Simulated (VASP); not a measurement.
Se, 8 atoms in the cell. Symmetry: P6/mmm, No. 191, hexagonal system. Conventional cell: a = 7.748 Å, b = 7.748 Å, c = 4.474 Å, α = 90.00°, β = 90.00°, γ = 120.00°. Within 3.5 Å of Se (site symmetry mm2) lie 6 Se at 2.65 to 3.15 Å. Se (site symmetry -6m2) has 6 Se at 2.88 Å within 3.8 Å. The cell was built from a structure type or drawn by symmetry, and may not be a known phase.

* Program: VASP 6.6.1
* Task: single point
* Functional: PBE
* Potentials or basis: VASP PAW PBE potentials, release 64 (Se)
* Cutoff: 520 eV
* k mesh: 6 × 6 × 8
* Occupations: gaussian, width 0.1 eV
* Spin: no spin polarisation
* Dipole correction: no
* Further INCAR settings: ALGO = Normal; EDIFF = 1e-06; NBANDS = 34

Potentials or basis: VASP PAW PBE potentials, release 64 (Se).

Command:

```bash
$ cat potpaw_PBE.64/Se/POTCAR > POTCAR
$ mpirun -np 1 vasp_std > vasp.out
```

Hardware: 1 thread of Intel Xeon 8259CL (shared host).

Question: Estimate the wall time of this run.

Answer: Wall time 7.4 min on 1 thread of Intel Xeon 8259CL (shared host), peak memory 0.45 GiB. Counts: scf iterations 14, k points 35.
